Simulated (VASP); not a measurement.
Set up this calculation in VASP 6.6.1, as the native input.

```
Task                   : single point
Functional             : LDA
Potentials or basis    : VASP PAW LDA potentials, release 64 (Si, C)
Cutoff                 : 520 eV
k mesh                 : 12 × 12 × 4
Occupations            : methfessel-paxton, width 0.05 eV
Spin                   : no spin polarisation
Dipole correction      : no
Further INCAR settings : ALGO = Normal; EDIFF = 1e-07; NBANDS = 16
```

The structure of SiC (Moissanite) lies in POSCAR:

```
SiC
1.0
    3.0760000000      0.0000000000      0.0000000000
   -1.5380000000      2.6638941400      0.0000000000
    0.0000000000      0.0000000000      5.0480000000
Si C
2 2
Direct
    0.3333333333      0.6666666667      0.0000000000
    0.6666666667      0.3333333333      0.5000000000
    0.3333333333      0.6666666667      0.3850000000
    0.6666666667      0.3333333333      0.8850000000
```

The input as run:

INCAR

```
SYSTEM = SiC
PREC     = Accurate       ! precision mode
ENCUT    = 520            ! plane-wave cutoff, eV
EDIFF    = 1E-7           ! SCF threshold, eV
ISMEAR   = 1              ! smearing method
SIGMA    = 0.05           ! smearing width, eV
LREAL    = .False.        ! projectors in reciprocal space
LASPH    = .True.         ! aspherical terms in the spheres
NELM     = 100            ! most SCF steps
ALGO     = Normal         ! electronic algorithm
ISIF     = 2              ! what is computed and relaxed
LWAVE    = .False.        ! write WAVECAR
LCHARG   = .True.         ! write CHGCAR
LELF     = .True.         ! ELF
LVHAR    = .True.       
NBANDS   = 16             ! bands
```

KPOINTS

```
Automatic mesh
0
Gamma
  12 12 4
  0 0 0
```

Potentials or basis: VASP PAW LDA potentials, release 64 (Si, C).

Launch:

```console
$ cat potpaw_LDA.64/Si/POTCAR potpaw_LDA.64/C/POTCAR > POTCAR
$ mpirun -np 1 vasp_std > vasp.out
```

It gave:

The pressure is -3.6 GPa and the largest force is 0.733 eV/Å. The band gap on the k mesh is 2.20 eV, indirect (least direct gap 3.98 eV).

It took 22 s on 1 thread of Intel(R) Xeon(R) Platinum 8259CL CPU @ 2.50GHz (Skylake/Cascade Lake), on a shared host, peak memory 0.15 GiB.
